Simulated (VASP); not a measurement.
## Al: single point with PBEsol

Al:

```xyz
1
Lattice="0.0000 2.0248 2.0248 2.0248 0.0000 2.0248 2.0248 2.0248 0.0000" Properties=species:S:1:pos:R:3 pbc="T T T"
Al    0.0000    0.0000    0.0000
```

```yaml
Program: VASP 6.6.1
Task: single point
Functional: PBEsol
Potentials_or_basis: VASP PAW PBE potentials, release 64 (Al)
Cutoff: 500 eV
k_mesh: 10 × 10 × 10
Occupations: fermi-dirac, width 0.1 eV
Spin: no spin polarisation
Dipole_correction: no
Further_INCAR_settings: ALGO = Normal; EDIFF = 1e-06; NBANDS = 8
```

* Pressure: -1.9 GPa

Levels at points of the mesh, in eV from the Fermi level:
```
           k point  band 1  band 2  band 3  band 4  band 5  band 6
(0.00, 0.00, 0.00)  -11.20   12.45   12.45   12.45   13.89   13.89
(0.50, 0.00, 0.00)   -4.68   -4.48   11.21   11.21   11.29   11.29
(0.50, 0.50, 0.00)   -3.02   -1.72    5.14    5.44    5.44    8.88
```

Run time: 2.2 s on 1 thread of Intel(R) Xeon(R) 6975P-C (Granite Rapids), on a shared host, peak memory 0.12 GiB.

Caveat: the PAW data sets were made with another functional, which shifts forces and pressure a little.
